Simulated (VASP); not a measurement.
# Rh (P6_3/mmc) in VASP: a series of runs, part 2 of 2

VASP 6.6.1.

**3. Single point, PBE**

This run uses another cell than the first one, of the same volume but with other edges.

The input, INCAR:

```
PREC     = Accurate       # precision mode
ENCUT    = 520            # plane-wave cutoff, eV
EDIFF    = 1E-6           # SCF threshold, eV
ISMEAR   = 0              # smearing method
SIGMA    = 0.15           # smearing width, eV
LREAL    = False          # projectors in reciprocal space
LASPH    = True           # aspherical terms in the spheres
NELM     = 80             # most SCF steps
ALGO     = Fast           # electronic algorithm
ISIF     = 2              # what is computed and relaxed
LWAVE    = False          # write WAVECAR
LCHARG   = False          # write CHGCAR
GGA      = PE             # functional
NBANDS   = 22             # bands
```

The input, KPOINTS:

```
regular mesh
0
Gamma
  18 18 10
```

The input, POSCAR:

```
Rh
1.0
    2.7248648783      0.0000000000      0.0000000000
   -1.3624324392      2.3598022065      0.0000000000
    0.0000000000      0.0000000000      4.4553000000
Rh
2
Direct
    0.6666666667      0.3333333333      0.7500000000
    0.3333333333      0.6666666667      0.2500000000
```

Potentials or basis: VASP PAW PBE potentials, release 64 (Rh_pv).

The run is started by

```bash
> cat potpaw_PBE.64/Rh_pv/POTCAR > POTCAR
> mpirun -np 1 vasp_std > vasp.out
```

OUTCAR:

```text
PREC = Accurate
   ENCUT = 520
   EDIFF = 1E-6
   ISMEAR = 0
   LREAL = False
   LASPH = True
   NELM = 80
   ISIF = 2
   GGA = PE

 ion  position               nearest neighbor table
   1  0.667  0.333  0.750-   2 2.73   2 2.73   2 2.73   2 2.73   2 2.73   2 2.73
   2  0.333  0.667  0.250-   1 2.73   1 2.73   1 2.73   1 2.73   1 2.73   1 2.73

  LATTYP: Found a hexagonal cell.
 ALAT       =     2.7248648783
 C/A-ratio  =     1.6350535527

  Lattice vectors:

 A1 = (   2.7248648783,   0.0000000000,   0.0000000000)
 A2 = (  -1.3624324392,   2.3598022065,   0.0000000000)
 A3 = (   0.0000000000,   0.0000000000,   4.4553000000)

Analysis of symmetry for initial positions (statically):
=====================================================================
 Subroutine PRICEL returns:
 Original cell was already a primitive cell.

 Routine SETGRP: Setting up the symmetry group for a
 hexagonal supercell.

 Subroutine GETGRP returns: Found 24 space group operations
 (whereof 12 operations were pure point group operations)
 out of a pool of 24 trial point group operations.

The static configuration has the point symmetry D_3d.
 The point group associated with its full space group is D_6h.

Analysis of symmetry for dynamics (positions and initial velocities):
=====================================================================
 Subroutine PRICEL returns:
 Original cell was already a primitive cell.

 Routine SETGRP: Setting up the symmetry group for a
 hexagonal supercell.

 Subroutine GETGRP returns: Found 24 space group operations
 (whereof 12 operations were pure point group operations)
 out of a pool of 24 trial point group operations.

The dynamic configuration has the point symmetry D_3d.
 The point group associated with its full space group is D_6h.

 Subroutine INISYM returns: Found 24 space group operations
 (whereof 12 operations are pure point group operations),
 and found     1 'primitive' translations

[... 110 lines left out ...]
   EFERMI_NEDOS =   21; number of points for ismear=-14 and -15
   IALGO  =     68    algorithm
   IMIX   =      4    mixing-type and parameters
     AMIX     =   0.40;   BMIX     =  1.00
     AMIX_MAG =   1.60;   BMIX_MAG =  1.00
  volume/ion in A,a.u.               =      14.32        96.66
  Fermi-wavevector in a.u.,A,eV,Ry     =   1.662453  3.141581 37.603107  2.763750
  Thomas-Fermi vector in A             =   2.749341
   LORBIT       =      0    0 simple, 1 ext, 2 COOP (PROOUT), +10 PAW based schemes
   GGA     = PE    functional components
   LHFCALC =     F    Hartree Fock is set to
   AEXX    =    0.0000 exact exchange contribution
   IVDW    =     0    specifies the selected vdW correction
   LEPSILON=     F    determine dielectric tensor
   LRPA    =     F    only Hartree local field effects (RPA)
 non-spin polarized calculation
 RMM-DIIS sequential band-by-band and
 Gauss-broadening in eV      SIGMA  =   0.15
  energy-cutoff  :      520.00
  volume of cell :       28.65
 maximum number of plane-waves:       784
   NGX = 11   NGY = 11   NGZ = 17

 number of electron      30.0000006 magnetization

 Free energy of the ion-electron system (eV)
  ---------------------------------------------------
  ext. energy  EPLUGINS =         0.00000000
  ---------------------------------------------------
  free energy    TOTEN  =       -14.45292475 eV

  energy without entropy =      -14.41335692  energy(sigma->0) =      -14.43314083

 E-fermi :  11.2467     XC(G=0): -13.7673

 val. band max:       11.2459020117   @ k =   0.2778   0.2778   0.1000
 cond. band min:      11.2471959144   @ k =   0.3333   0.0556   0.2000
 fundamental gap:      0.0012939027
 Fermi energy:        11.2466898774

 k-point     1 :       0.0000    0.0000    0.0000
  band No.  band energies     occupation
      1     -35.7663      2.00000
      2     -35.2068      2.00000
      3     -35.2068      2.00000
      4     -35.1339      2.00000
      5     -35.1187      2.00000
      6     -35.1187      2.00000
[... 589 lines left out ...]
     21      23.0417      0.00000
     22      25.7565      0.00000

 [... further k-points ...]

------------------------ aborting loop because EDIFF is reached ----------------------------------------

  FORCE on cell =-STRESS in cart. coord.  units (eV):
  Direction    XX          YY          ZZ          XY          YZ          ZX
  --------------------------------------------------------------------------------------
  -------------------------------------------------------------------------------------
  Total       -0.4372198     -0.4372198     -1.0851778      0.0000000     -0.0000000      0.0000000
  in kB      -24.4519149    -24.4519149    -60.6895574      0.0000000     -0.0000000      0.0000000
  external PRESSURE =     -36.5311291 kB  Pullay stress =       0.0000000 kB

 VOLUME and BASIS-vectors are now :
 -----------------------------------------------------------------------------
  energy-cutoff  :      520.00
  volume of cell :       28.65
      direct lattice vectors                 reciprocal lattice vectors
     2.724864878  0.000000000  0.000000000     0.366990675  0.211882165  0.000000000
    -1.362432439  2.359802206  0.000000000     0.000000000  0.423764330  0.000000000
     0.000000000  0.000000000  4.455300000     0.000000000  0.000000000  0.224451777

 POSITION                                       TOTAL-FORCE (eV/Angst)
 -----------------------------------------------------------------------------------
      1.36243      0.78660      3.34147         0.000000      0.000000      0.000000
     -0.00000      1.57320      1.11383        -0.000000      0.000000      0.000000
 -----------------------------------------------------------------------------------
    total drift:                               -0.000000      0.000000     -0.000000

  FREE ENERGIE OF THE ION-ELECTRON SYSTEM (eV)
  ---------------------------------------------------
  free  energy   TOTEN  =       -14.4529247461 eV

  energy  without entropy=      -14.4133569230  energy(sigma->0) =      -14.43314083
```

OSZICAR:

```text
N       E                     dE             d eps       ncg     rms          rms(c)
DAV:   1     0.326317896693E+03    0.32632E+03   -0.19122E+04  9792   0.157E+03
DAV:   2    -0.840782680951E+01   -0.33473E+03   -0.32297E+03 10068   0.470E+02
DAV:   3    -0.153860770215E+02   -0.69783E+01   -0.69378E+01 11472   0.769E+01
DAV:   4    -0.154325063281E+02   -0.46429E-01   -0.46425E-01 10814   0.630E+00
DAV:   5    -0.154332403265E+02   -0.73400E-03   -0.73399E-03 11604   0.825E-01    0.131E+01
RMM:   6    -0.144821041444E+02    0.95114E+00   -0.22260E+00 10031   0.126E+01    0.455E+00
RMM:   7    -0.144585739547E+02    0.23530E-01   -0.92297E-02 10303   0.243E+00    0.208E+00
RMM:   8    -0.144537971902E+02    0.47768E-02   -0.17774E-02 10682   0.129E+00    0.393E-01
RMM:   9    -0.144529169781E+02    0.88021E-03   -0.21521E-03 11202   0.422E-01    0.291E-02
RMM:  10    -0.144529255475E+02   -0.85694E-05   -0.21428E-04 11371   0.150E-01    0.151E-02
RMM:  11    -0.144529250034E+02    0.54413E-06   -0.29562E-05 11559   0.616E-02    0.411E-03
RMM:  12    -0.144529247461E+02    0.25733E-06   -0.75223E-06 11342   0.306E-02
   1 F= -.14452925E+02 E0= -.14433141E+02  d E =-.395678E-01
```

Wall time 93 s (1 thread of Intel Xeon 8259CL, shared host); peak memory 0.22 GiB.

Results:

| Item | Value |
| --- | --- |
| Free energy | -14.4529 eV |
| Pressure | -3.7 GPa |
| Band gap on the k mesh | zero (bands 15 and 16 overlap by 2.28 eV) |

Stress tensor (GPa, compression positive):
```
-2.45  0.00  0.00
 0.00 -2.45  0.00
 0.00  0.00 -6.07
```

Caveat: the cell stands under tension.

**4. Single point, PBE**

This run uses another cell than the first one, of 14.38 Å³/atom.

Changes to INCAR since step 3:

```diff
@@ -7,3 +7,3 @@
 LASPH    = True           # aspherical terms in the spheres
-NELM     = 80             # most SCF steps
+NELM     = 60             # most SCF steps
 ALGO     = Fast           # electronic algorithm
@@ -11,4 +11,6 @@
 LWAVE    = False          # write WAVECAR
-LCHARG   = False          # write CHGCAR
+LCHARG   = True           # write CHGCAR
 GGA      = PE             # functional
+LELF     = True           # ELF
+LVHAR    = True         
 NBANDS   = 22             # bands
```

KPOINTS is that of step 3.

The input, POSCAR:

```
Rh
1.0
    2.7521000000      0.0000000000      0.0000000000
   -1.3760500000      2.3833885137      0.0000000000
    0.0000000000      0.0000000000      4.3851186776
Rh
2
Direct
    0.6666666667      0.3333333333      0.7500000000
    0.3333333333      0.6666666667      0.2500000000
```

Potentials or basis: VASP PAW PBE potentials, release 64 (Rh_pv).

The run is started by

```bash
> cat potpaw_PBE.64/Rh_pv/POTCAR > POTCAR
> mpirun -np 1 vasp_std > vasp.out
```

OUTCAR:

```text
PREC = Accurate
   ENCUT = 520
   EDIFF = 1E-6
   ISMEAR = 0
   LREAL = False
   LASPH = True
   NELM = 60
   ISIF = 2
   GGA = PE

 ion  position               nearest neighbor table
   1  0.667  0.333  0.750-   2 2.71   2 2.71   2 2.71   2 2.71   2 2.71   2 2.71
   2  0.333  0.667  0.250-   1 2.71   1 2.71   1 2.71   1 2.71   1 2.71   1 2.71

  LATTYP: Found a hexagonal cell.
 ALAT       =     2.7521000000
 C/A-ratio  =     1.5933718533

  Lattice vectors:

 A1 = (   2.7521000000,   0.0000000000,   0.0000000000)
 A2 = (  -1.3760500000,   2.3833885137,   0.0000000000)
 A3 = (   0.0000000000,   0.0000000000,   4.3851186776)

Analysis of symmetry for initial positions (statically):
=====================================================================
 Subroutine PRICEL returns:
 Original cell was already a primitive cell.

 Routine SETGRP: Setting up the symmetry group for a
 hexagonal supercell.

 Subroutine GETGRP returns: Found 24 space group operations
 (whereof 12 operations were pure point group operations)
 out of a pool of 24 trial point group operations.

The static configuration has the point symmetry D_3d.
 The point group associated with its full space group is D_6h.

Analysis of symmetry for dynamics (positions and initial velocities):
=====================================================================
 Subroutine PRICEL returns:
 Original cell was already a primitive cell.

 Routine SETGRP: Setting up the symmetry group for a
 hexagonal supercell.

 Subroutine GETGRP returns: Found 24 space group operations
 (whereof 12 operations were pure point group operations)
 out of a pool of 24 trial point group operations.

The dynamic configuration has the point symmetry D_3d.
 The point group associated with its full space group is D_6h.

 Subroutine INISYM returns: Found 24 space group operations
 (whereof 12 operations are pure point group operations),
 and found     1 'primitive' translations

[... 110 lines left out ...]
   EFERMI_NEDOS =   21; number of points for ismear=-14 and -15
   IALGO  =     68    algorithm
   IMIX   =      4    mixing-type and parameters
     AMIX     =   0.40;   BMIX     =  1.00
     AMIX_MAG =   1.60;   BMIX_MAG =  1.00
  volume/ion in A,a.u.               =      14.38        97.05
  Fermi-wavevector in a.u.,A,eV,Ry     =   1.660231  3.137381 37.502637  2.756366
  Thomas-Fermi vector in A             =   2.747503
   LORBIT       =      0    0 simple, 1 ext, 2 COOP (PROOUT), +10 PAW based schemes
   GGA     = PE    functional components
   LHFCALC =     F    Hartree Fock is set to
   AEXX    =    0.0000 exact exchange contribution
   IVDW    =     0    specifies the selected vdW correction
   LEPSILON=     F    determine dielectric tensor
   LRPA    =     F    only Hartree local field effects (RPA)
 non-spin polarized calculation
 RMM-DIIS sequential band-by-band and
 Gauss-broadening in eV      SIGMA  =   0.15
  energy-cutoff  :      520.00
  volume of cell :       28.76
 maximum number of plane-waves:       788
   NGX = 11   NGY = 11   NGZ = 17

 number of electron      30.0000009 magnetization

 Free energy of the ion-electron system (eV)
  ---------------------------------------------------
  ext. energy  EPLUGINS =         0.00000000
  ---------------------------------------------------
  free energy    TOTEN  =       -14.45193914 eV

  energy without entropy =      -14.41308413  energy(sigma->0) =      -14.43251164

 E-fermi :  11.1921     XC(G=0): -13.7412

 val. band max:       11.1866414677   @ k =   0.2222   0.1111   0.4000
 cond. band min:      11.1923308000   @ k =   0.3889   0.1667   0.1000
 fundamental gap:      0.0056893323
 Fermi energy:        11.1921109159

 k-point     1 :       0.0000    0.0000    0.0000
  band No.  band energies     occupation
      1     -35.8632      2.00000
      2     -35.2816      2.00000
      3     -35.2816      2.00000
      4     -35.1984      2.00000
      5     -35.1811      2.00000
      6     -35.1811      2.00000
[... 589 lines left out ...]
     21      22.6726      0.00000
     22      25.7587      0.00000

 [... further k-points ...]

------------------------ aborting loop because EDIFF is reached ----------------------------------------

  FORCE on cell =-STRESS in cart. coord.  units (eV):
  Direction    XX          YY          ZZ          XY          YZ          ZX
  --------------------------------------------------------------------------------------
  -------------------------------------------------------------------------------------
  Total       -0.9747838     -0.9747838     -0.5468340     -0.0000000      0.0000000      0.0000000
  in kB      -54.2973318    -54.2973318    -30.4597047     -0.0000000      0.0000000      0.0000000
  external PRESSURE =     -46.3514561 kB  Pullay stress =       0.0000000 kB

 VOLUME and BASIS-vectors are now :
 -----------------------------------------------------------------------------
  energy-cutoff  :      520.00
  volume of cell :       28.76
      direct lattice vectors                 reciprocal lattice vectors
     2.752100000  0.000000000  0.000000000     0.363358890  0.209785353  0.000000000
    -1.376050000  2.383388514  0.000000000     0.000000000  0.419570705  0.000000000
     0.000000000  0.000000000  4.385118678     0.000000000  0.000000000  0.228043999

 POSITION                                       TOTAL-FORCE (eV/Angst)
 -----------------------------------------------------------------------------------
      1.37605      0.79446      3.28884        -0.000000      0.000000      0.000000
     -0.00000      1.58893      1.09628         0.000000      0.000000      0.000000
 -----------------------------------------------------------------------------------
    total drift:                               -0.000000      0.000000     -0.000000

  FREE ENERGIE OF THE ION-ELECTRON SYSTEM (eV)
  ---------------------------------------------------
  free  energy   TOTEN  =       -14.4519391437 eV

  energy  without entropy=      -14.4130841292  energy(sigma->0) =      -14.43251164
```

It took 1.8 min on 1 thread of Intel Xeon 8259CL, shared host; peak memory 0.22 GiB.

Results:

| Quantity | Value |
| --- | --- |
| Free energy | -14.4519 eV |
| Pressure | -4.6 GPa |
| Band gap on the k mesh | zero (bands 15 and 16 overlap by 2.26 eV) |

Caveat: the cell stands under tension.

**5. Summary**

```tsv
cell	gap on the mesh (eV)	pressure (GPa)
a = 2.643, b = 2.643, c = 4.736 Å, angles 90.0, 90.0, 120.0°, 2 atoms	none	-1.1
a = 2.725, b = 2.725, c = 4.455 Å, angles 90.0, 90.0, 120.0°, 2 atoms	none	-3.7
a = 2.752, b = 2.752, c = 4.385 Å, angles 90.0, 90.0, 120.0°, 2 atoms	none	-4.6
```

Alike in all rows: task single point; level PBE; potentials or basis VASP PAW PBE potentials, release 64 (Rh_pv); no spin polarisation; k mesh 18 × 18 × 10; cutoff (eV) 520; smearing gaussian 0.15 eV.

Caveats: the cell stands under tension (at least some runs).

Total energies depend on the potentials used, so only differences within one code and one set of settings carry meaning.
